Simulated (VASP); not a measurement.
# Si (Fd-3m) in VASP: further runs

The runs below take Si through band structure, optical spectrum, with r2SCAN.

All numbers are computed with VASP 6.6.1; they aren't measurements. Logs are shortened: lines on timing, memory, paths and dates and some standing lists are left out, and cuts for length are marked.

## (1) The cell of the first run

The structure is cubic, space group Fd-3m (No. 227). The conventional cell has a = 5.440 Å, b = 5.440 Å, c = 5.440 Å, α = 90.00°, β = 90.00°, γ = 90.00°. Si (site symmetry -43m) has 4 Si at 2.36 Å within 3.1 Å.

## (2) Band structure, r2SCAN

The input, INCAR:

```
SYSTEM = Si
PREC = Accurate
ENCUT = 520
EDIFF = 1E-7
ISMEAR = 0
SIGMA = 0.02
LREAL = .False.
LASPH = .True.
NELM = 100
ALGO = Normal
ISIF = 2
LWAVE = .False.
LCHARG = .False.
METAGGA = R2SCAN
LMIXTAU = .True.
NBANDS = 11
```

The input, KPOINTS:

```
regular mesh
0
Gamma
  10 10 10
  0 0 0
```

The input, POSCAR:

```
Si                                      
1.0
    0.0000000000      2.7198432608      2.7198432608
    2.7198432608      0.0000000000      2.7198432608
    2.7198432608      2.7198432608      0.0000000000
  Si            
     2
Direct
     0.7500000000000000    0.7500000000000000    0.7500000000000000
     0.5000000000000000    0.5000000000000000    0.5000000000000000
```

The input, KPOINTS_OPT:

```
path GXWKGLUWLK,UX
20
line-mode
reciprocal
 0.0000000000  0.0000000000  0.0000000000  G
 0.5000000000  0.0000000000  0.5000000000  X

 0.5000000000  0.0000000000  0.5000000000  X
 0.5000000000  0.2500000000  0.7500000000  W

 0.5000000000  0.2500000000  0.7500000000  W
 0.3750000000  0.3750000000  0.7500000000  K

 0.3750000000  0.3750000000  0.7500000000  K
 0.0000000000  0.0000000000  0.0000000000  G

 0.0000000000  0.0000000000  0.0000000000  G
 0.5000000000  0.5000000000  0.5000000000  L

 0.5000000000  0.5000000000  0.5000000000  L
 0.6250000000  0.2500000000  0.6250000000  U

 0.6250000000  0.2500000000  0.6250000000  U
 0.5000000000  0.2500000000  0.7500000000  W

 0.5000000000  0.2500000000  0.7500000000  W
 0.5000000000  0.5000000000  0.5000000000  L

 0.5000000000  0.5000000000  0.5000000000  L
 0.3750000000  0.3750000000  0.7500000000  K

 0.6250000000  0.2500000000  0.6250000000  U
 0.5000000000  0.0000000000  0.5000000000  X
```

Potentials or basis: VASP PAW PBE potentials, release 64 (Si).

Command:

```
$ cat potpaw_PBE.64/Si/POTCAR > POTCAR
$ mpirun -np 1 vasp_std > vasp.out
```

OUTCAR:

```text
SYSTEM = Si
   PREC = Accurate
   ENCUT = 520
   EDIFF = 1E-7
   ISMEAR = 0
   LREAL = .False.
   LASPH = .True.
   NELM = 100
   ISIF = 2
   METAGGA = R2SCAN

 ion  position               nearest neighbor table
   1  0.750  0.750  0.750-   2 2.36   2 2.36   2 2.36   2 2.36
   2  0.500  0.500  0.500-   1 2.36   1 2.36   1 2.36   1 2.36

  LATTYP: Found a face centered cubic cell.
 ALAT       =     5.4396865216

  Lattice vectors:

 A1 = (   0.0000000000,   2.7198432608,   2.7198432608)
 A2 = (   2.7198432608,   0.0000000000,   2.7198432608)
 A3 = (   2.7198432608,   2.7198432608,   0.0000000000)

Analysis of symmetry for initial positions (statically):
=====================================================================
 Subroutine PRICEL returns:
 Original cell was already a primitive cell.

 Routine SETGRP: Setting up the symmetry group for a
 face centered cubic supercell.

 Subroutine GETGRP returns: Found 48 space group operations
 (whereof 24 operations were pure point group operations)
 out of a pool of 48 trial point group operations.

The static configuration has the point symmetry T_d .
 The point group associated with its full space group is O_h .

Analysis of symmetry for dynamics (positions and initial velocities):
=====================================================================
 Subroutine PRICEL returns:
 Original cell was already a primitive cell.

 Routine SETGRP: Setting up the symmetry group for a
 face centered cubic supercell.

 Subroutine GETGRP returns: Found 48 space group operations
 (whereof 24 operations were pure point group operations)
 out of a pool of 48 trial point group operations.

The dynamic configuration has the point symmetry T_d .
 The point group associated with its full space group is O_h .

 Subroutine INISYM returns: Found 48 space group operations
 (whereof 24 operations are pure point group operations),
 and found     1 'primitive' translations

----------------------------------------------------------------------------------------

                                     Primitive cell

  volume of cell :      40.2403

  direct lattice vectors                    reciprocal lattice vectors
     0.000000000  2.719843261  2.719843261    -0.183834123  0.183834123  0.183834123
     2.719843261  0.000000000  2.719843261     0.183834123 -0.183834123  0.183834123
     2.719843261  2.719843261  0.000000000     0.183834123  0.183834123 -0.183834123

  length of vectors
     3.846439227  3.846439227  3.846439227     0.318410041  0.318410041  0.318410041

  position of ions in fractional coordinates (direct lattice)
     0.750000000  0.750000000  0.750000000
     0.500000000  0.500000000  0.500000000

  ion indices of the primitive-cell ions
   primitive index   ion index
                 1           1
                 2           2

----------------------------------------------------------------------------------------

 KPOINTS: regular mesh

Automatic generation of k-mesh.
 Grid dimensions read from file:
 generate k-points for:   10   10   10

 Generating k-lattice:

  Cartesian coordinates                     Fractional coordinates (reciprocal lattice)
    -0.018383412  0.018383412  0.018383412     0.100000000  0.000000000  0.000000000
     0.018383412 -0.018383412  0.018383412     0.000000000  0.100000000  0.000000000
     0.018383412  0.018383412 -0.018383412     0.000000000  0.000000000  0.100000000

  Length of vectors
     0.031841004  0.031841004  0.031841004

  Shift w.r.t. Gamma in fractional coordinates (k-lattice)
     0.000000000  0.000000000  0.000000000

 Subroutine IBZKPT returns following result:
 ===========================================

 Found     47 irreducible k-points:

 Following reciprocal coordinates:
            Coordinates               Weight
  0.000000  0.000000  0.000000      1.000000
  0.100000  0.000000  0.000000      8.000000
  0.200000  0.000000  0.000000      8.000000
  0.300000  0.000000  0.000000      8.000000
  0.400000  0.000000  0.000000      8.000000
  0.500000  0.000000  0.000000      4.000000
[... 16 lines left out ...]
  0.300000  0.300000  0.000000      6.000000
  0.400000  0.300000  0.000000     24.000000
 [... further k-points ...]
   k-points           NKPTS =     47   k-points in BZ     NKDIM =     47   number of bands    NBANDS=     11
   number of dos      NEDOS =    301   number of ions     NIONS =      2
   total plane-waves  NPLWV =  27000
   dimension x,y,z NGX =    30 NGY =   30 NGZ =   30
   dimension x,y,z NGXF=    60 NGYF=   60 NGZF=   60
   ions per type =               2
   NGX,Y,Z   is equivalent  to a cutoff of  12.97, 12.97, 12.97 a.u.
   NGXF,Y,Z  is equivalent  to a cutoff of  25.93, 25.93, 25.93 a.u.
 SYSTEM =  Si
   PREC   = accura    normal or accurate (medium, high low for compatibility)
   ISTART =      0    job   : 0-new  1-cont  2-samecut
   ICHARG =      2    charge: 1-file 2-atom 10-const
   ISPIN  =      1    spin polarized calculation?
   LNONCOLLINEAR =      F non collinear calculations
   LSORBIT =      F    spin-orbit coupling
   LASPH  =      T    aspherical Exc in radial PAW
   ENCUT  =  520.0 eV  38.22 Ry    6.18 a.u.   7.15  7.15  7.15*2*pi/ulx,y,z
   NELM   =    100;   NELMIN=  2; NELMDL= -5     # of ELM steps
   EDIFF  = 0.1E-06   stopping-criterion for ELM
   LREAL  =      F    real-space projection
   EDIFFG = 0.1E-05   stopping-criterion for IOM
   NSW    =      0    number of steps for IOM
   IBRION =     -1    ionic relax: 0-MD 1-quasi-New 2-CG
   NFREE  =      0    steps in history (QN), initial steepest desc. (CG)
   ISIF   =      2    stress and relaxation
   ISYM   =      2    0-nonsym 1-usesym 2-fastsym
   POTIM  = 0.5000    time-step for ionic-motion
   TEBEG  =    0.0;   TEEND  =   0.0 temperature during run
   PSTRESS=    0.0 pullay stress
   NELECT =       8.0000    total number of electrons
   NUPDOWN=      -1.0000    fix difference up-down
   EMIN   =  10.00;   EMAX   =-10.00  energy-range for DOS
   EFERMI =   0.00;   METHOD = LEGACY
   ISMEAR =     0;   SIGMA  =   0.02  broadening in eV -4-tet -1-fermi 0-gaus
   EFERMI_NEDOS =   21; number of points for ismear=-14 and -15
   IALGO  =     38    algorithm
   IMIX   =      4    mixing-type and parameters
     AMIX     =   0.40;   BMIX     =  1.00
     AMIX_MAG =   1.60;   BMIX_MAG =  1.00
  volume/ion in A,a.u.               =      20.12       135.78
  Fermi-wavevector in a.u.,A,eV,Ry     =   0.955471  1.805579 12.421103  0.912925
  Thomas-Fermi vector in A             =   2.084312
   LORBIT       =      0    0 simple, 1 ext, 2 COOP (PROOUT), +10 PAW based schemes
   METAGGA = R2SCAN    functional components
   LHFCALC =     F    Hartree Fock is set to
   AEXX    =    0.0000 exact exchange contribution
   IVDW    =     0    specifies the selected vdW correction
   LEPSILON=     F    determine dielectric tensor
   LRPA    =     F    only Hartree local field effects (RPA)
 non-spin polarized calculation
 Gauss-broadening in eV      SIGMA  =   0.02
  energy-cutoff  :      520.00
  volume of cell :       40.24
 maximum number of plane-waves:      1106
 NGX is ok and might be reduce to    30
   NGX = 15   NGY = 15   NGZ = 15

 number of electron       8.0000001 magnetization

 Free energy of the ion-electron system (eV)
  ---------------------------------------------------
  ext. energy  EPLUGINS =         0.00000000
  ---------------------------------------------------
  free energy    TOTEN  =       -17.54990870 eV

  energy without entropy =      -17.54990870  energy(sigma->0) =      -17.54990870

 E-fermi :   5.8200     XC(G=0):  -9.8354

 val. band max:        5.6874024066   @ k =   0.0000   0.0000   0.0000
 cond. band min:       6.4762692011   @ k =   0.4000   0.4000   0.0000
 fundamental gap:      0.7888667944
 Fermi energy:         5.8199813994

 k-point     1 :       0.0000    0.0000    0.0000
  band No.  band energies     occupation
      1      -6.8036      2.00000
      2       5.6874      2.00000
      3       5.6874      2.00000
      4       5.6874      2.00000
      5       8.4436      0.00000
      6       8.4436      0.00000
      7       8.4436      0.00000
      8       9.6153      0.00000
      9      13.8117      0.00000
     10      13.8117      0.00000
     11      14.3682      0.00000

 k-point     2 :       0.1000    0.0000    0.0000
  band No.  band energies     occupation
      1      -6.6664      2.00000
      2       4.5220      2.00000
      3       5.4790      2.00000
      4       5.4790      2.00000
      5       8.5299      0.00000
      6       8.7515      0.00000
      7       8.7515      0.00000
      8      10.4978      0.00000
      9      13.4600      0.00000
     10      13.4600      0.00000
     11      14.9073      0.00000

 k-point     3 :       0.2000    0.0000    0.0000
  band No.  band energies     occupation
      1      -6.2613      2.00000
      2       2.5859      2.00000
      3       5.0769      2.00000
      4       5.0769      2.00000
      5       8.2235      0.00000
      6       9.2899      0.00000
      7       9.2899      0.00000
      8      12.3051      0.00000
      9      13.1531      0.00000
     10      13.1531      0.00000
     11      15.5458      0.00000

 k-point     4 :       0.3000    0.0000    0.0000
  band No.  band energies     occupation
      1      -5.6166      2.00000
      2       0.7181      2.00000
      3       4.7215      2.00000
      4       4.7215      2.00000
      5       7.8733      0.00000
      6       9.4750      0.00000
      7       9.4750      0.00000
      8      13.7394      0.00000
      9      13.7394      0.00000
     10      13.9334      0.00000
     11      15.3037      0.00000

 k-point     5 :       0.4000    0.0000    0.0000
  band No.  band energies     occupation
      1      -4.8350      2.00000
      2      -0.8269      2.00000
      3       4.4954      2.00000
      4       4.4954      2.00000
      5       7.6359      0.00000
      6       9.3558      0.00000
      7       9.3558      0.00000
      8      14.1345      0.00000
      9      15.2112      0.00000
     10      15.2112      0.00000
     11      16.5363      0.00000
[... 211 lines left out ...]
 k-point    21 :      -0.3000    0.2000    0.0000
  band No.  band energies     occupation
      1      -4.6378      2.00000
      2      -0.2445      2.00000
      3       2.1076      2.00000
      4       4.2986      2.00000
      5       8.4288      0.00000
      6      10.5326      0.00000
      7      10.6806      0.00000
      8      12.9254      0.00000
      9      12.9310      0.00000
     10      15.8917      0.00000
     11      18.3529      0.00000

 k-point    22 :      -0.2000    0.2000    0.0000
  band No.  band energies     occupation
      1      -5.3899      2.00000
      2       1.0546      2.00000
      3       2.5763      2.00000
      4       4.7925      2.00000
      5       8.8824      0.00000
      6       9.9613      0.00000
      7      10.3485      0.00000
      8      11.9098      0.00000
      9      12.1890      0.00000
     10      17.1583      0.00000
     11      17.1984      0.00000

 k-point    23 :       0.3000    0.3000    0.0000
  band No.  band energies     occupation
      1      -5.1789      2.00000
      2       1.1260      2.00000
      3       3.3453      2.00000
      4       3.3453      2.00000
      5       6.7556      0.00000
      6       8.3919      0.00000
      7      12.7830      0.00000
      8      12.7830      0.00000
      9      15.5417      0.00000
     10      15.6535      0.00000
     11      18.9829      0.00000

 k-point    24 :       0.4000    0.3000    0.0000
  band No.  band energies     occupation
      1      -4.5361      2.00000
      2       0.0657      2.00000
      3       2.7080      2.00000
      4       3.1289      2.00000
      5       6.9528      0.00000
      6       8.2085      0.00000
      7      13.1353      0.00000
      8      13.2225      0.00000
      9      16.7395      0.00000
     10      17.2529      0.00000
     11      18.6322      0.00000

 [... further k-points ...]

------------------------ aborting loop because EDIFF is reached ----------------------------------------

  FORCE on cell =-STRESS in cart. coord.  units (eV):
  Direction    XX          YY          ZZ          XY          YZ          ZX
  --------------------------------------------------------------------------------------
  -------------------------------------------------------------------------------------
  Total        0.0021693      0.0021693      0.0021693      0.0000000      0.0000000      0.0000000
  in kB        0.0863706      0.0863706      0.0863706      0.0000000      0.0000000      0.0000000
  external PRESSURE =       0.0863706 kB  Pullay stress =       0.0000000 kB

 VOLUME and BASIS-vectors are now :
 -----------------------------------------------------------------------------
  energy-cutoff  :      520.00
  volume of cell :       40.24
      direct lattice vectors                 reciprocal lattice vectors
     0.000000000  2.719843261  2.719843261    -0.183834123  0.183834123  0.183834123
     2.719843261  0.000000000  2.719843261     0.183834123 -0.183834123  0.183834123
     2.719843261  2.719843261  0.000000000     0.183834123  0.183834123 -0.183834123

 POSITION                                       TOTAL-FORCE (eV/Angst)
 -----------------------------------------------------------------------------------
      4.07976      4.07976      4.07976        -0.000000     -0.000000     -0.000000
      2.71984      2.71984      2.71984         0.000000      0.000000      0.000000
 -----------------------------------------------------------------------------------
    total drift:                                0.000000     -0.000000     -0.000000

  FREE ENERGIE OF THE ION-ELECTRON SYSTEM (eV)
  ---------------------------------------------------
  free  energy   TOTEN  =       -17.5499086982 eV

  energy  without entropy=      -17.5499086982  energy(sigma->0) =      -17.54990870
```

Run time: 3.9 min. Hardware: 1 thread of AMD EPYC 9R14 (Zen 4), shared host; peak memory 0.14 GiB.

What came out:

```yaml
Free_energy: -17.5499 eV
Pressure: 0.0 GPa
Band_gap_on_the_k_mesh: 0.79 eV (least direct gap 2.76 eV)
Band_gap_along_the_path: 0.78 eV (least direct gap 2.76 eV)
```

Levels at the corners of the path, in eV from the valence-band top:
| point | band 1 | band 2 | band 3 | band 4 | band 5 | band 6 | band 7 | band 8 | band 9 |
| --- | --- | --- | --- | --- | --- | --- | --- | --- | --- |
| Γ | -12.49 | 0.00 | 0.00 | 0.00 | 2.76 | 2.76 | 2.76 | 3.93 | 8.12 |
| X | -8.14 | -8.14 | -3.00 | -3.00 | 0.93 | 0.93 | 10.84 | 10.84 | 11.60 |
| X | -8.14 | -8.14 | -3.00 | -3.00 | 0.93 | 0.93 | 10.84 | 10.84 | 11.60 |
| W | -7.97 | -7.97 | -4.00 | -4.00 | 4.60 | 4.60 | 5.41 | 5.41 | 11.26 |
| W | -7.97 | -7.97 | -4.00 | -4.00 | 4.60 | 4.60 | 5.41 | 5.41 | 11.26 |
| K | -8.58 | -7.52 | -4.47 | -2.55 | 1.44 | 4.47 | 7.97 | 8.56 | 8.86 |
| K | -8.58 | -7.52 | -4.47 | -2.55 | 1.44 | 4.47 | 7.97 | 8.56 | 8.86 |
| Γ | -12.49 | 0.00 | 0.00 | 0.00 | 2.76 | 2.76 | 2.76 | 3.93 | 8.12 |
| Γ | -12.49 | 0.00 | 0.00 | 0.00 | 2.76 | 2.76 | 2.76 | 3.93 | 8.12 |
| L | -10.05 | -7.24 | -1.27 | -1.27 | 1.87 | 3.59 | 3.59 | 8.33 | 11.15 |
| L | -10.05 | -7.24 | -1.27 | -1.27 | 1.87 | 3.59 | 3.59 | 8.33 | 11.15 |
| U | -8.58 | -7.52 | -4.47 | -2.55 | 1.44 | 4.47 | 7.97 | 8.56 | 8.86 |
| U | -8.58 | -7.52 | -4.47 | -2.55 | 1.44 | 4.47 | 7.97 | 8.56 | 8.86 |
| W | -7.97 | -7.97 | -4.00 | -4.00 | 4.60 | 4.60 | 5.41 | 5.41 | 11.26 |
| W | -7.97 | -7.97 | -4.00 | -4.00 | 4.60 | 4.60 | 5.41 | 5.41 | 11.26 |
| L | -10.05 | -7.24 | -1.27 | -1.27 | 1.87 | 3.59 | 3.59 | 8.33 | 11.15 |
| L | -10.05 | -7.24 | -1.27 | -1.27 | 1.87 | 3.59 | 3.59 | 8.33 | 11.15 |
| K | -8.58 | -7.52 | -4.47 | -2.55 | 1.44 | 4.47 | 7.97 | 8.56 | 8.86 |
| U | -8.58 | -7.52 | -4.47 | -2.55 | 1.44 | 4.47 | 7.97 | 8.56 | 8.86 |
| X | -8.14 | -8.14 | -3.00 | -3.00 | 0.93 | 0.93 | 10.84 | 10.84 | 11.60 |

Caveat: the PAW data sets were made with another functional, which shifts forces and pressure a little. r2SCAN opens gaps a little over a GGA but as a rule still falls short of measured ones.

(Part 1 of 2 ends here.)
